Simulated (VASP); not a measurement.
Set up this calculation in VASP 6.6.1, as the native input.

* Task: single point
* Functional: PBE
* Dispersion: D3(BJ)
* Potentials or basis: VASP PAW PBE potentials, release 64 (Bi_d)
* Cutoff: 520 eV
* k mesh: 18 × 18 × 18
* Occupations: gaussian, width 0.15 eV
* Spin: no spin polarisation
* Dipole correction: no
* Further INCAR settings: ALGO = Fast; EDIFF = 1e-06; NBANDS = 14

The structure of Bi lies in POSCAR:

```
Bi
1.0
   -2.0776836140      2.0776836140      1.7893011284
    2.0776836140     -2.0776836140      1.7893011284
    2.0776836140      2.0776836140     -1.7893011284
Bi
1
Direct
    0.0000000000      0.0000000000      0.0000000000
```

This cell differs from its parent crystal: volume 30.896 Å^3 an atom, c/a of the conventional cell 0.8612.

The input as run:

INCAR

```
ALGO = Fast ; EDIFF = 1E-6
ENCUT = 520 ; GGA = PE
ISIF = 2 ; ISMEAR = 0
IVDW = 12 ; LASPH = True
LCHARG = False ; LREAL = False
LWAVE = False ; NBANDS = 14
NELM = 100 ; PREC = Accurate
SIGMA = 0.15
```

KPOINTS

```
k-points
0
Gamma
  18 18 18
```

Potentials or basis: VASP PAW PBE potentials, release 64 (Bi_d).

Launch:

```console
$ cat potpaw_PBE.64/Bi_d/POTCAR > POTCAR
$ mpirun -np 1 vasp_std > vasp.out
```

It gave:

```json
{
 "Pressure": "-1.0 GPa",
 "Dispersion energy per atom": "-0.510 eV"
}
```

Caveat: pairwise dispersion overbinds metals, which lowers pressure and volume.

It took 85 s on 1 thread of Intel(R) Xeon(R) 6975P-C (Granite Rapids), on a shared host, peak memory 0.31 GiB.
